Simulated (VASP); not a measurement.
# In (Fd-3m) in VASP: a series of runs, part 3 of 3

VASP 6.6.1.

## 4. Single point, PBE

This run uses another cell than the first one, of 38.30 Å³/atom, 1.176 times its volume.

INCAR

```
SYSTEM = In
PREC = Accurate
ENCUT = 520
EDIFF = 1E-6
ISMEAR = -1
SIGMA = 0.1
LREAL = .FALSE.
LASPH = .TRUE.
NELM = 100
ALGO = Normal
ISIF = 2
LWAVE = .FALSE.
LCHARG = .FALSE.
GGA = PE
NBANDS = 20
```

KPOINTS

```
regular mesh
0
G
  11 11 11
  0 0 0
```

POSCAR

```
In
1.0
    0.0000000000      3.3709363026      3.3709363026
    3.3709363026      0.0000000000      3.3709363026
    3.3709363026      3.3709363026      0.0000000000
In
2
Direct
   -0.1250000000     -0.1250000000     -0.1250000000
    0.1250000000      0.1250000000      0.1250000000
```

Potentials or basis: VASP PAW PBE potentials, release 64 (In_d).

Started as:

```sh
cat potpaw_PBE.64/In_d/POTCAR > POTCAR
mpirun -np 1 vasp_std > vasp.out
```

OUTCAR:

```text
SYSTEM = In
   PREC = Accurate
   ENCUT = 520
   EDIFF = 1E-6
   ISMEAR = -1
   LREAL = .FALSE.
   LASPH = .TRUE.
   NELM = 100
   ISIF = 2
   GGA = PE

 ion  position               nearest neighbor table
   1  0.875  0.875  0.875-   2 2.92   2 2.92   2 2.92   2 2.92
   2  0.125  0.125  0.125-   1 2.92   1 2.92   1 2.92   1 2.92

  LATTYP: Found a face centered cubic cell.
 ALAT       =     6.7418726052

  Lattice vectors:

 A1 = (   0.0000000000,   3.3709363026,   3.3709363026)
 A2 = (   3.3709363026,   0.0000000000,   3.3709363026)
 A3 = (   3.3709363026,   3.3709363026,   0.0000000000)

Analysis of symmetry for initial positions (statically):
=====================================================================
 Subroutine PRICEL returns:
 Original cell was already a primitive cell.

 Routine SETGRP: Setting up the symmetry group for a
 face centered cubic supercell.

 Subroutine GETGRP returns: Found 48 space group operations
 (whereof 12 operations were pure point group operations)
 out of a pool of 48 trial point group operations.

The static configuration has the point symmetry D_3d.
 The point group associated with its full space group is O_h .

Analysis of symmetry for dynamics (positions and initial velocities):
=====================================================================
 Subroutine PRICEL returns:
 Original cell was already a primitive cell.

 Routine SETGRP: Setting up the symmetry group for a
 face centered cubic supercell.

 Subroutine GETGRP returns: Found 48 space group operations
 (whereof 12 operations were pure point group operations)
 out of a pool of 48 trial point group operations.

The dynamic configuration has the point symmetry D_3d.
 The point group associated with its full space group is O_h .

 Subroutine INISYM returns: Found 48 space group operations
[... 103 lines left out ...]
   ISIF   =      2    stress and relaxation
   ISYM   =      2    0-nonsym 1-usesym 2-fastsym
   POTIM  = 0.5000    time-step for ionic-motion
   TEBEG  =    0.0;   TEEND  =   0.0 temperature during run
   PSTRESS=    0.0 pullay stress
   NELECT =      26.0000    total number of electrons
   NUPDOWN=      -1.0000    fix difference up-down
   EMIN   =  10.00;   EMAX   =-10.00  energy-range for DOS
   EFERMI =   0.00;   METHOD = LEGACY
   ISMEAR =    -1;   SIGMA  =   0.10  broadening in eV -4-tet -1-fermi 0-gaus
   EFERMI_NEDOS =   21; number of points for ismear=-14 and -15
   IALGO  =     38    algorithm
   IMIX   =      4    mixing-type and parameters
     AMIX     =   0.40;   BMIX     =  1.00
     AMIX_MAG =   1.60;   BMIX_MAG =  1.00
  volume/ion in A,a.u.               =      38.30       258.49
  Fermi-wavevector in a.u.,A,eV,Ry     =   1.141928  2.157931 17.741992  1.304000
  Thomas-Fermi vector in A             =   2.278627
   LORBIT       =      0    0 simple, 1 ext, 2 COOP (PROOUT), +10 PAW based schemes
   GGA     = PE    functional components
   LHFCALC =     F    Hartree Fock is set to
   AEXX    =    0.0000 exact exchange contribution
   IVDW    =     0    specifies the selected vdW correction
   LEPSILON=     F    determine dielectric tensor
   LRPA    =     F    only Hartree local field effects (RPA)
 non-spin polarized calculation
  energy-cutoff  :      520.00
  volume of cell :       76.61
 maximum number of plane-waves:      2088
   NGX = 17   NGY = 17   NGZ = 17

 number of electron      25.9999996 magnetization

 Free energy of the ion-electron system (eV)
  ---------------------------------------------------
  ext. energy  EPLUGINS =         0.00000000
  ---------------------------------------------------
  free energy    TOTEN  =        -4.47333815 eV

  energy without entropy =       -4.41916008  energy(sigma->0) =       -4.44624911

 E-fermi :   3.5679     XC(G=0):  -8.2648

 val. band max:        3.4874714247   @ k =   0.3636   0.2727   0.0909
 cond. band min:       3.5680963132   @ k =   0.3636   0.1818   0.0909
 fundamental gap:      0.0806248885
 Fermi energy:         3.5679347313

 k-point     1 :       0.0000    0.0000    0.0000
  band No.  band energies     occupation
      1     -11.0317      2.00000
      2     -11.0317      2.00000
      3     -11.0317      2.00000
      4     -10.9709      2.00000
      5     -10.9709      2.00000
      6     -10.5902      2.00000
[... 541 lines left out ...]
     19      10.8100      0.00000
     20      12.1429      0.00000

 [... further k-points ...]
[... 5 lines left out ...]
  --------------------------------------------------------------------------------------
  -------------------------------------------------------------------------------------
  Total       -0.0112112     -0.0112112     -0.0112112      0.0000000      0.0000000     -0.0000000
  in kB       -0.2344658     -0.2344658     -0.2344658      0.0000000      0.0000000     -0.0000000
  external PRESSURE =      -0.2344658 kB  Pullay stress =       0.0000000 kB

 VOLUME and BASIS-vectors are now :
 -----------------------------------------------------------------------------
  energy-cutoff  :      520.00
  volume of cell :       76.61
      direct lattice vectors                 reciprocal lattice vectors
     0.000000000  3.370936303  3.370936303    -0.148326742  0.148326742  0.148326742
     3.370936303  0.000000000  3.370936303     0.148326742 -0.148326742  0.148326742
     3.370936303  3.370936303  0.000000000     0.148326742  0.148326742 -0.148326742

 POSITION                                       TOTAL-FORCE (eV/Angst)
 -----------------------------------------------------------------------------------
      5.89914      5.89914      5.89914         0.000000     -0.000000      0.000000
      0.84273      0.84273      0.84273        -0.000000      0.000000     -0.000000
 -----------------------------------------------------------------------------------
    total drift:                                0.000000      0.000000      0.000000

  FREE ENERGIE OF THE ION-ELECTRON SYSTEM (eV)
  ---------------------------------------------------
  free  energy   TOTEN  =        -4.4733381466 eV

  energy  without entropy=       -4.4191600778  energy(sigma->0) =       -4.44624911
```

OSZICAR:

```text
N       E                     dE             d eps       ncg     rms          rms(c)
DAV:   1     0.211218709753E+03    0.21122E+03   -0.12940E+04  2240   0.157E+03
DAV:   2     0.122309137423E+02   -0.19899E+03   -0.19568E+03  2244   0.364E+02
DAV:   3    -0.393142690773E+01   -0.16162E+02   -0.16081E+02  2612   0.120E+02
DAV:   4    -0.446227542733E+01   -0.53085E+00   -0.53065E+00  2616   0.254E+01
DAV:   5    -0.449345388504E+01   -0.31178E-01   -0.31177E-01  3472   0.509E+00    0.322E+00
DAV:   6    -0.447269598723E+01    0.20758E-01   -0.63957E-02  3088   0.396E+00    0.149E+00
DAV:   7    -0.447248389224E+01    0.21209E-03   -0.18665E-02  3048   0.196E+00    0.363E-01
DAV:   8    -0.447327911366E+01   -0.79522E-03   -0.19609E-03  2948   0.400E-01    0.564E-02
DAV:   9    -0.447331933249E+01   -0.40219E-04   -0.53847E-05  3204   0.592E-02    0.197E-02
DAV:  10    -0.447333643129E+01   -0.17099E-04   -0.36306E-05  2408   0.530E-02    0.107E-02
DAV:  11    -0.447333765121E+01   -0.12199E-05   -0.75649E-07  2216   0.634E-03    0.606E-03
DAV:  12    -0.447333814663E+01   -0.49542E-06   -0.82587E-07  1964   0.438E-03
   1 F= -.44733381E+01 E0= -.44462491E+01  d E =-.541781E-01
```

stdout:

```text
POSCAR found type information on POSCAR In
 POSCAR found :  1 types and       2 ions
 scaLAPACK will be used
 LDA part: xc-table for (Slater+PW92), standard interpolation
 POSCAR, INCAR and KPOINTS ok, starting setup
 FFT: planning ... GRIDC
 FFT: planning ... GRID_SOFT
 FFT: planning ... GRID
 WAVECAR not read
 entering main loop
```

It took 1.9 min on 1 thread of AMD EPYC 7R43 (Zen 3), shared host; peak memory 0.19 GiB.

Results:

```
Free energy            : -4.4733 eV
Pressure               : 0.0 GPa
Band gap on the k mesh : zero (band 13 reaches 5.81 eV, above the bottom of band 14 at 2.81 eV)
```

Caveat: spin-orbit coupling is left out, which moves the levels of the heavy elements.

## 5. Overview

| cell | gap on the mesh (eV) | pressure (GPa) |
| --- | --- | --- |
| a = 4.516 Å, angles 60.0°, 2 atoms | none | 5.2 |
| a = 4.686 Å, angles 60.0°, 2 atoms | none | 1.2 |
| a = 4.767 Å, angles 60.0°, 2 atoms | none | 0.0 |

Alike in all rows: task single point; level PBE; potentials or basis VASP PAW PBE potentials, release 64 (In_d); no spin polarisation; k mesh 11 × 11 × 11; cutoff (eV) 520; smearing fermi-dirac 0.1 eV.

Caveats: spin-orbit coupling is left out, which moves the levels of the heavy elements.

Absolute energies hang on the potentials; compare differences alone.
